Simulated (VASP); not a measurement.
# TiB2 (P6/mmm) in VASP: further runs

Aim: see how the results for TiB2 move with the level of theory and the settings. Levels: PBEsol, r2SCAN. Tasks: vibrations by perturbation theory, elastic constants, single point, phonons.

Everything below comes from runs of VASP 6.6.1. Logs are shortened: lines on timing, memory, paths and dates and some standing lists are left out, and cuts for length are marked.

## Step 1: The cell of the first run

The structure is hexagonal, space group P6/mmm (No. 191). The conventional cell has a = 3.029 Å, b = 3.029 Å, c = 3.228 Å, α = 90.00°, β = 90.00°, γ = 120.00°. Within 3.1 Å of Ti (site symmetry 6/mmm) lie 12 B at 2.38 Å and 6 Ti at 3.03 Å. B (site symmetry -6m2) has 3 B at 1.75 Å and 6 Ti at 2.38 Å within 2.4 Å.

## Step 2: Vibrations by perturbation theory, PBEsol

File INCAR:

```
PREC = Accurate ; ENCUT = 520
EDIFF = 1E-8 ; ISMEAR = -1
SIGMA = 0.05 ; LREAL = False
LASPH = True ; NELM = 100
ALGO = Normal ; ISIF = 2
LWAVE = False ; LCHARG = False
GGA = PS ; NBANDS = 16
IBRION = 8 ; NSW = 1
```

File KPOINTS:

```
Automatic mesh
0
Gamma
  10 10 8
```

File POSCAR:

```
TiB2
1.0
    3.0292000000      0.0000000000      0.0000000000
   -1.5146000000      2.6233641531      0.0000000000
    0.0000000000      0.0000000000      3.2284000000
Ti B
1 2
Direct
    0.0000000000      0.0000000000      0.0000000000
    0.6666666667      0.3333333333      0.5000000000
    0.3333333333      0.6666666667      0.5000000000
```

Potentials or basis: VASP PAW PBE potentials, release 64 (Ti_sv, B).

Started as:

```sh
> cat potpaw_PBE.64/Ti_sv/POTCAR potpaw_PBE.64/B/POTCAR > POTCAR
> mpirun -np 1 vasp_std > vasp.out
```

OUTCAR:

```text
PREC = Accurate
   ENCUT = 520
   EDIFF = 1E-8
   ISMEAR = -1
   LREAL = False
   LASPH = True
   NELM = 100
   ISIF = 2
   GGA = PS
   IBRION = 8
   NSW = 1

 ion  position               nearest neighbor table
   1  0.000  0.000  0.000-   2 2.38   3 2.38   2 2.38   3 2.38   3 2.38   3 2.38   2 2.38   2 2.38
                             2 2.38   2 2.38   3 2.38   3 2.38
   2  0.667  0.333  0.500-   3 1.75   3 1.75   3 1.75   1 2.38   1 2.38   1 2.38   1 2.38   1 2.38
                             1 2.38
   3  0.333  0.667  0.500-   2 1.75   2 1.75   2 1.75   1 2.38   1 2.38   1 2.38   1 2.38   1 2.38
                             1 2.38

  LATTYP: Found a hexagonal cell.
 ALAT       =     3.0292000000
 C/A-ratio  =     1.0657599366

  Lattice vectors:

 A1 = (   3.0292000000,   0.0000000000,   0.0000000000)
 A2 = (  -1.5146000000,   2.6233641531,   0.0000000000)
 A3 = (   0.0000000000,   0.0000000000,   3.2284000000)

Analysis of symmetry for initial positions (statically):
=====================================================================
 Subroutine PRICEL returns:
 Original cell was already a primitive cell.

 Routine SETGRP: Setting up the symmetry group for a
 hexagonal supercell.

 Subroutine GETGRP returns: Found 24 space group operations
 (whereof 24 operations were pure point group operations)
 out of a pool of 24 trial point group operations.

The static configuration has the point symmetry D_6h.

Analysis of symmetry for dynamics (positions and initial velocities):
=====================================================================
 Subroutine PRICEL returns:
 Original cell was already a primitive cell.

 Routine SETGRP: Setting up the symmetry group for a
 hexagonal supercell.

 Subroutine GETGRP returns: Found 24 space group operations
 (whereof 24 operations were pure point group operations)
 out of a pool of 24 trial point group operations.

The dynamic configuration has the point symmetry D_6h.

 Subroutine INISYM returns: Found 24 space group operations
 (whereof 24 operations are pure point group operations),
 and found     1 'primitive' translations

----------------------------------------------------------------------------------------

                                     Primitive cell

  volume of cell :      25.6551

  direct lattice vectors                    reciprocal lattice vectors
     3.029200000  0.000000000  0.000000000     0.330120164  0.190594965  0.000000000
    -1.514600000  2.623364153  0.000000000     0.000000000  0.381189931  0.000000000
     0.000000000  0.000000000  3.228400000     0.000000000  0.000000000  0.309750960

  length of vectors
     3.029200000  3.029200000  3.228400000     0.381189931  0.381189931  0.309750960

  position of ions in fractional coordinates (direct lattice)
     0.000000000  0.000000000  0.000000000
     0.666666667  0.333333333  0.500000000
     0.333333333  0.666666667  0.500000000

  ion indices of the primitive-cell ions
   primitive index   ion index
                 1           1
                 2           2
                 3           3

----------------------------------------------------------------------------------------

 KPOINTS: Automatic mesh

Automatic generation of k-mesh.
 Grid dimensions read from file:
[... 101 lines left out ...]
   NGX = 11   NGY = 11   NGZ = 13

--------------------------------------- Ionic step        1  -------------------------------------------

 number of electron      18.0000002 magnetization

 Free energy of the ion-electron system (eV)
  ---------------------------------------------------
  ext. energy  EPLUGINS =         0.00000000
  ---------------------------------------------------
  free energy    TOTEN  =       -25.77830970 eV

  energy without entropy =      -25.77199887  energy(sigma->0) =      -25.77515429

 E-fermi :   9.8386     XC(G=0): -12.8718

 val. band max:        9.8123235249   @ k =   0.2000   0.2000   0.1250
 cond. band min:       9.8400589867   @ k =   0.3000   0.2000   0.0000
 fundamental gap:      0.0277354619
 Fermi energy:         9.8385677628

 k-point     1 :       0.0000    0.0000    0.0000
  band No.  band energies     occupation
      1     -46.7957      2.00000
      2     -23.2493      2.00000
      3     -22.9372      2.00000
      4     -22.9372      2.00000
      5      -3.5608      2.00000
      6       7.3136      2.00000
[... 433 lines left out ...]
      3     -23.2050      2.00000
      4     -23.0515      2.00000
      5       0.1150      2.00000
      6       1.5525      2.00000
[... 8 lines left out ...]
     15      18.5357      0.00000
     16      19.4317      0.00000

 [... further k-points ...]

------------------------ aborting loop because EDIFF is reached ----------------------------------------

  FORCE on cell =-STRESS in cart. coord.  units (eV):
  Direction    XX          YY          ZZ          XY          YZ          ZX
  --------------------------------------------------------------------------------------
  -------------------------------------------------------------------------------------
  Total       -0.6313570     -0.6313570     -1.0007945      0.0000000      0.0000000      0.0000000
  in kB      -39.4286307    -39.4286307    -62.5002317      0.0000000      0.0000000      0.0000000
  external PRESSURE =     -47.1191644 kB  Pullay stress =       0.0000000 kB

 VOLUME and BASIS-vectors are now :
 -----------------------------------------------------------------------------
  energy-cutoff  :      520.00
  volume of cell :       25.66
      direct lattice vectors                 reciprocal lattice vectors
     3.029200000  0.000000000  0.000000000     0.330120164  0.190594965  0.000000000
    -1.514600000  2.623364153  0.000000000     0.000000000  0.381189931  0.000000000
     0.000000000  0.000000000  3.228400000     0.000000000  0.000000000  0.309750960

 POSITION                                       TOTAL-FORCE (eV/Angst)
 -----------------------------------------------------------------------------------
      0.00000      0.00000      0.00000         0.000000      0.000000     -0.000000
      1.51460      0.87445      1.61420        -0.000000     -0.000000     -0.000000
     -0.00000      1.74891      1.61420         0.000000      0.000000      0.000000
 -----------------------------------------------------------------------------------
    total drift:                               -0.000000      0.000000      0.000000

  FREE ENERGIE OF THE ION-ELECTRON SYSTEM (eV)
  ---------------------------------------------------
  free  energy   TOTEN  =       -25.7783097007 eV

  energy  without entropy=      -25.7719988726  energy(sigma->0) =      -25.77515429

[... ionic steps 2 to 3 ...]

--------------------------------------- Ionic step        4  -------------------------------------------

------------------------ aborting loop because EDIFF is reached ----------------------------------------
[... 11 lines left out ...]
[... ionic steps 8 to 8 ...]

--------------------------------------- Ionic step        9  -------------------------------------------

 Free energy of the ion-electron system (eV)
  ---------------------------------------------------
  ---------------------------------------------------
  free energy    TOTEN  =        -0.04471861 eV

  energy without entropy =       -0.04471861

------------------------ aborting loop because EDIFF is reached ----------------------------------------

 INTERNAL STRAIN TENSOR  FOR ION    2  DIRECTION 3   (eV/Angst):
 -----------------------------------------------------------------------------
    -0.00550 -0.00000  0.00000
    -0.00000 -0.00550 -0.00000
     0.00000  0.00000  0.00725

 INTERNAL STRAIN TENSOR FOR ION    3 for displacements in x,y,z  (eV/Angst):
          X           Y           Z          XY          YZ          ZX
  --------------------------------------------------------------------------------
  x     0.00000    -0.00000     0.00000    -3.95711     0.00000     0.00000
  y    -3.95711     3.95711     0.00000     0.00000     0.00000     0.00000
  z     0.00000     0.00000     0.00000     0.00000     0.00000     0.00000

 SECOND DERIVATIVES (NOT SYMMETRIZED)
 ------------------------------------
               1X          1Y          1Z          2X          2Y          2Z          3X          3Y          3Z
  1X   -14.205059    0.000000    0.000000    7.102530    0.000000    0.000000    7.102530    0.000000    0.000000
  1Y     0.000000  -14.205059    0.000000    0.000000    7.102530    0.000000    0.000000    7.102530    0.000000
  1Z     0.000000    0.000000  -14.049818    0.000000    0.000000    7.024909    0.000000    0.000000    7.024909
  2X     7.093062    0.000000    0.000000  -18.975619    0.000000    0.000000   11.882557    0.000000    0.000000
  2Y    -0.000000    7.093062    0.000000    0.000000  -18.975619    0.000000    0.000000   11.882557    0.000000
  2Z     0.000000   -0.000000    7.005210    0.000000   -0.000000   -8.974686    0.000000   -0.000000    1.969476
  3X     7.093062    0.000000    0.000000   11.882557    0.000000    0.000000  -18.975619    0.000000    0.000000
  3Y    -0.000000    7.093062    0.000000    0.000000   11.882557    0.000000    0.000000  -18.975619    0.000000
  3Z     0.000000   -0.000000    7.005210    0.000000   -0.000000    1.969476    0.000000   -0.000000   -8.974686

 Eigenvectors and eigenvalues of the dynamical matrix
 ----------------------------------------------------

   1 f  =   26.412099 THz   165.952112 2PiTHz  881.012789 cm-1   109.231615 meV
             X         Y         Z           dx          dy          dz
      0.000000  0.000000  0.000000    -0.000000    0.000000    0.000000
      1.514600  0.874455  1.614200    -0.707107    0.000004   -0.000000
     -0.000000  1.748909  1.614200     0.707107   -0.000004    0.000000
[... 43 lines left out ...]
   9 f/i=    0.009865 THz     0.061981 2PiTHz    0.329046 cm-1     0.040796 meV
             X         Y         Z           dx          dy          dz
      0.000000  0.000000  0.000000     0.000000    0.000000   -0.829638
      1.514600  0.874455  1.614200     0.000000    0.000000   -0.394779
     -0.000000  1.748909  1.614200     0.000000    0.000000   -0.394779

--------------------------------------------------------------------------------------------------------

 ELASTIC MODULI CONTR FROM IONIC RELAXATION (kBar)
 Direction    XX          YY          ZZ          XY          YZ          ZX
 --------------------------------------------------------------------------------
 XX         -63.3800     63.3800      0.0000      0.0000      0.0000      0.0000
 YY          63.3800    -63.3800     -0.0000     -0.0000      0.0000      0.0000
 ZZ           0.0000     -0.0000     -0.0000     -0.0000      0.0000      0.0000
 XY           0.0000     -0.0000     -0.0000    -63.3800      0.0000      0.0000
 YZ           0.0000      0.0000      0.0000      0.0000      0.0000      0.0000
 ZX           0.0000      0.0000      0.0000      0.0000      0.0000      0.0000
 --------------------------------------------------------------------------------
```

Wall time 8.2 min (1 thread of Intel Xeon Platinum 8259CL at 2.50GHz (Skylake/Cascade Lake), shared host); peak memory 0.34 GiB.

What came out:

* Highest phonon frequency at Γ: 881 cm⁻¹

Phonon frequencies in cm⁻¹ (negative: imaginary):
```tsv
q point	frequencies
(0.000, 0.000, 0.000)	0 0 0 506 509 509 525 881 881
```

Caveat: the cell stands under pressure or tension, which shifts response properties; the PAW data sets were made with another functional, which shifts forces and pressure a little.

## Step 3: Elastic constants, PBEsol

File INCAR:

```
PREC = Accurate
ENCUT = 600
EDIFF = 1E-8
ISMEAR = -1
SIGMA = 0.05
LREAL = False
LASPH = True
NELM = 100
ALGO = Normal
ISIF = 3
LWAVE = False
LCHARG = True
GGA = PS
NBANDS = 16
IBRION = 6
NFREE = 2
POTIM = 0.015
NSW = 1
```

File KPOINTS:

```
regular mesh
0
Gamma
  8 8 6
```

POSCAR is that of step 2.

Potentials or basis: VASP PAW PBE potentials, release 64 (Ti_sv, B).

Started as:

```sh
> cat potpaw_PBE.64/Ti_sv/POTCAR potpaw_PBE.64/B/POTCAR > POTCAR
> mpirun -np 1 vasp_std > vasp.out
```

It took 11 min on 1 thread of Intel Xeon Platinum 8259CL at 2.50GHz (Skylake/Cascade Lake), shared host; peak memory 0.25 GiB.

Results (log left out):

```
Voigt bulk modulus            : 253 GPa
Highest phonon frequency at Γ : 903 cm⁻¹
```

Phonon frequencies in cm⁻¹ (negative: imaginary):
| q point | frequencies |
| --- | --- |
| (0.000, 0.000, 0.000) | 0 0 0 502 513 513 555 903 903 |

Elastic tensor in Voigt notation (GPa, in the Cartesian axes of the cell as first typed):
```
661  61  92   0   0   0
 61 661  92   0   0   0
 92  92 461   0   0   0
  0   0   0 257   0   0
  0   0   0   0 257   0
  0   0   0   0   0 300
```

Clamped-ion elastic tensor (GPa):
```
666  57  92   0   0   0
 57 666  92   0   0   0
 92  92 461   0   0   0
  0   0   0 257   0   0
  0   0   0   0 257   0
  0   0   0   0   0 304
```

Caveat: the cell is under stress, which shifts elastic constants; the PAW data sets were made with another functional, which shifts forces and pressure a little.

## Step 4: Single point, PBEsol

POSCAR is that of step 3.

File INCAR.step1:

```
ALGO = Normal
EDIFF = 1E-6
ENCUT = 520
GGA = PS
ISIF = 2
ISMEAR = -1
LASPH = T
LCHARG = T
LMAXMIX = 4
LREAL = F
LWAVE = F
NBANDS = 16
NELM = 60
PREC = Accurate
SIGMA = 0.05
```

File KPOINTS.step1:

```
k-points
0
Gamma
  10 10 8
```

File INCAR.step2:

```
ALGO = Normal
EDIFF = 1E-6
ENCUT = 520
GGA = PS
ICHARG = 11
ISIF = 2
ISMEAR = -5
LASPH = T
LCHARG = F
LMAXMIX = 4
LORBIT = 11
LREAL = F
LWAVE = F
NBANDS = 16
NEDOS = 2001
NELM = 60
PREC = Accurate
SIGMA = 0.05
```

File KPOINTS.step2:

```
k-points
0
Gamma
  15 15 12
```

Potentials or basis: VASP PAW PBE potentials, release 64 (Ti_sv, B).

Started as:

```sh
> cat potpaw_PBE.64/Ti_sv/POTCAR potpaw_PBE.64/B/POTCAR > POTCAR
> cp INCAR.step1 INCAR
> cp KPOINTS.step1 KPOINTS
> mpirun -np 1 vasp_std > vasp.out
> cp INCAR.step2 INCAR
> cp KPOINTS.step2 KPOINTS
> mpirun -np 1 vasp_std > vasp.out
```

OUTCAR:

```text
EDIFF = 1E-6
   ENCUT = 520
   GGA = PS
   ICHARG = 11
   ISIF = 2
   ISMEAR = -5
   LASPH = T
   LORBIT = 11
   LREAL = F
   NELM = 60
   PREC = Accurate

 ion  position               nearest neighbor table
   1  0.000  0.000  0.000-   2 2.38   3 2.38   2 2.38   3 2.38   3 2.38   3 2.38   2 2.38   2 2.38
                             2 2.38   2 2.38   3 2.38   3 2.38
   2  0.667  0.333  0.500-   3 1.75   3 1.75   3 1.75   1 2.38   1 2.38   1 2.38   1 2.38   1 2.38
                             1 2.38
   3  0.333  0.667  0.500-   2 1.75   2 1.75   2 1.75   1 2.38   1 2.38   1 2.38   1 2.38   1 2.38
                             1 2.38

  LATTYP: Found a hexagonal cell.
 ALAT       =     3.0292000000
 C/A-ratio  =     1.0657599366

  Lattice vectors:

 A1 = (   3.0292000000,   0.0000000000,   0.0000000000)
 A2 = (  -1.5146000000,   2.6233641531,   0.0000000000)
 A3 = (   0.0000000000,   0.0000000000,   3.2284000000)

Analysis of symmetry for initial positions (statically):
=====================================================================
 Subroutine PRICEL returns:
 Original cell was already a primitive cell.

 Routine SETGRP: Setting up the symmetry group for a
 hexagonal supercell.
[... 619 lines left out ...]
      3     -23.1732      2.00000
      4     -23.1233      2.00000
      5       1.0518      2.00000
      6       1.1295      2.00000
[... 8 lines left out ...]
     15      18.6756      0.00000
     16      19.8754      0.00000

 [... further k-points ...]

------------------------ aborting loop because EDIFF is reached ----------------------------------------

  FORCE on cell =-STRESS in cart. coord.  units (eV):
  Direction    XX          YY          ZZ          XY          YZ          ZX
  --------------------------------------------------------------------------------------
  -------------------------------------------------------------------------------------
  Total       -0.5642223     -0.5642223     -1.0094663      0.0000000     -0.0000000      0.0000000
  in kB      -35.2360294    -35.2360294    -63.0417905      0.0000000     -0.0000000      0.0000000
  external PRESSURE =     -44.5046165 kB  Pullay stress =       0.0000000 kB

 VOLUME and BASIS-vectors are now :
 -----------------------------------------------------------------------------
  energy-cutoff  :      520.00
  volume of cell :       25.66
      direct lattice vectors                 reciprocal lattice vectors
     3.029200000  0.000000000  0.000000000     0.330120164  0.190594965  0.000000000
    -1.514600000  2.623364153  0.000000000     0.000000000  0.381189931  0.000000000
     0.000000000  0.000000000  3.228400000     0.000000000  0.000000000  0.309750960

 POSITION                                       TOTAL-FORCE (eV/Angst)
 -----------------------------------------------------------------------------------
      0.00000      0.00000      0.00000         0.000000      0.000000      0.000000
      1.51460      0.87445      1.61420         0.000000      0.000000      0.000000
     -0.00000      1.74891      1.61420        -0.000000     -0.000000      0.000000
 -----------------------------------------------------------------------------------
    total drift:                               -0.000000      0.000000     -0.000000

  FREE ENERGIE OF THE ION-ELECTRON SYSTEM (eV)
  ---------------------------------------------------
  free  energy   TOTEN  =       -25.7824774888 eV

  energy  without entropy=      -25.7824774888  energy(sigma->0) =      -25.78247749

 total charge

# of ion       s       p       d       tot
------------------------------------------
    1        2.178   6.212   2.047  10.437
    2        0.683   1.318   0.000   2.001
    3        0.683   1.318   0.000   2.001
--------------------------------------------------
tot          3.545   8.849   2.047  14.440
```

OSZICAR.step1:

```text
N       E                     dE             d eps       ncg     rms          rms(c)
DAV:   1     0.122481917704E+03    0.12248E+03   -0.89488E+03  2240   0.127E+03
DAV:   2    -0.235384722293E+02   -0.14602E+03   -0.14075E+03  2400   0.343E+02
DAV:   3    -0.306942574228E+02   -0.71558E+01   -0.70763E+01  3272   0.735E+01
DAV:   4    -0.308517808041E+02   -0.15752E+00   -0.15746E+00  2640   0.990E+00
DAV:   5    -0.308558323693E+02   -0.40516E-02   -0.40514E-02  3328   0.136E+00    0.170E+01
DAV:   6    -0.257932411019E+02    0.50626E+01   -0.20201E+01  3160   0.487E+01    0.383E+00
DAV:   7    -0.257803469988E+02    0.12894E-01   -0.99196E-01  2416   0.114E+01    0.344E+00
DAV:   8    -0.257823608344E+02   -0.20138E-02   -0.90815E-02  3616   0.254E+00    0.682E-01
DAV:   9    -0.257787830335E+02    0.35778E-02   -0.38982E-02  2800   0.247E+00    0.247E-01
DAV:  10    -0.257782899633E+02    0.49307E-03   -0.24005E-03  2704   0.595E-01    0.604E-02
DAV:  11    -0.257783405053E+02   -0.50542E-04   -0.54957E-04  3104   0.266E-01    0.577E-02
DAV:  12    -0.257783099271E+02    0.30578E-04   -0.13050E-04  2664   0.146E-01    0.137E-02
DAV:  13    -0.257783098490E+02    0.78081E-07   -0.44427E-06  2752   0.189E-02
   1 F= -.25778310E+02 E0= -.25775154E+02  d E =-.631184E-02
```

It took 52 s on 1 thread of Intel Xeon Platinum 8488C (Sapphire Rapids), shared host; peak memory 0.19 GiB.

What came out:

```yaml
Valence_electrons_inside_the_program's_atomic_spheres: Ti 10.44; B 2.00
```

Levels at points of the mesh, in eV from the Fermi level:
```tsv
k point	band 5	band 6	band 7	band 8	band 9	band 10	band 11	band 12	band 13	band 14
(0.00, 0.00, 0.00)	-13.56	-2.68	-2.68	-2.39	-2.24	1.81	1.81	3.59	3.59	5.68
(0.00, 0.00, 0.50)	-11.61	-7.71	-0.61	-0.61	-0.28	-0.28	0.34	0.34	1.55	6.49
```

Caveat: the PAW data sets were made with another functional, which shifts forces and pressure a little; tetrahedron occupations give inexact forces and stress in metals.

(Part 1 of 2 ends here.)
